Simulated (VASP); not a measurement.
A run of VASP 6.6.1:

Contents of POSCAR:

```
TaN
1.0
    2.9380000000      0.0000000000      0.0000000000
   -1.4690000000      2.5443826363      0.0000000000
    0.0000000000      0.0000000000      2.8830000000
Ta N
1 1
Direct
    0.0000000000      0.0000000000      0.5000000000
    0.6666666667      0.3333333333      0.0000000000
```

The input INCAR.step1:

```
ALGO     = Normal         # electronic algorithm
EDIFF    = 1E-5           # SCF threshold, eV
ENCUT    = 520            # plane-wave cutoff, eV
GGA      = PE             # functional
ISIF     = 2              # what is computed and relaxed
ISMEAR   = -1             # smearing method
LASPH    = True           # aspherical terms in the spheres
LREAL    = False          # projectors in reciprocal space
LWAVE    = True           # write WAVECAR
NBANDS   = 15             # bands
NELM     = 80             # most SCF steps
PREC     = Accurate       # precision mode
SIGMA    = 0.05           # smearing width, eV
```

The input INCAR.step2:

```
AEXX     = 0.4            # exact-exchange fraction
ALGO     = Normal         # electronic algorithm
EDIFF    = 1E-6           # SCF threshold, eV
ENCUT    = 520            # plane-wave cutoff, eV
GGA      = PE             # functional
HFSCREEN = 0.2            # screening, 1/A
ISIF     = 2              # what is computed and relaxed
ISMEAR   = -1             # smearing method
ISTART   = 1            
LASPH    = True           # aspherical terms in the spheres
LCHARG   = True           # write CHGCAR
LELF     = True           # ELF
LHFCALC  = True           # exact exchange
LREAL    = False          # projectors in reciprocal space
LVHAR    = True         
LWAVE    = False          # write WAVECAR
NBANDS   = 15             # bands
NELM     = 80             # most SCF steps
PREC     = Accurate       # precision mode
PRECFOCK = Normal       
SIGMA    = 0.05           # smearing width, eV
```

KPOINTS

```
k-points
0
Gamma
  5 5 5
```

Potentials or basis: VASP PAW PBE potentials, release 64 (Ta_pv, N).

The run is started by

```sh
$ cat potpaw_PBE.64/Ta_pv/POTCAR potpaw_PBE.64/N/POTCAR > POTCAR
$ cp INCAR.step1 INCAR
$ mpirun -np 1 vasp_std > vasp.out
$ cp INCAR.step2 INCAR
$ mpirun -np 1 vasp_std > vasp.out
```

Hardware: 1 thread of Intel(R) Xeon(R) Platinum 8488C (Sapphire Rapids), with other jobs on the host.

Q: Estimate the wall time of this run.

A: It took 8.3 min on 1 thread of Intel(R) Xeon(R) Platinum 8488C (Sapphire Rapids), on a shared host, peak memory 0.25 GiB. Counts: k points 15.
